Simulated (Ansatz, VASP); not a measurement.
**One calculation of Si, two programs**

```
Si
1.0
     2.37330    0.00000    0.00000
    -1.18665    2.05534    0.00000
     0.00000    0.00000    4.50899
Si
2
Direct
  0.33333 0.66667 0.25000
  0.66667 0.33333 0.75000
```

Change from the starting cell: strain -0.1000 x Voigt [1, 1, 0, 0, 0, 0], atoms carried along.

Alike in both runs: task single point; functional PBE; dispersion D3(BJ); k mesh 24 × 24 × 14; occupations gaussian, width 0.15 eV; no spin polarisation.

```csv
,VASP,Ansatz
version,VASP 6.6.1,Ansatz 0.2.0
potentials or method,"VASP PAW PBE potentials, release 64 (Si), cutoff 520 eV","scalar-relativistic, plane waves, PAW"
valence electrons in the cell,8,8
```

|  | VASP | Ansatz | Ansatz less VASP |
| --- | --- | --- | --- |
| gap on the k mesh at the Fermi level (eV) | none | none | - |
| pressure (GPa) | 37.3 | 37.6 | +0.28 |
| traceless stress, the component that is largest in VASP (GPa) | -18.70 | -18.91 | -0.206 |

A gap of «none» marks a metal or a gap that the smearing closes. Both programs put the cell under a high pressure, so it lies far from rest at this level.
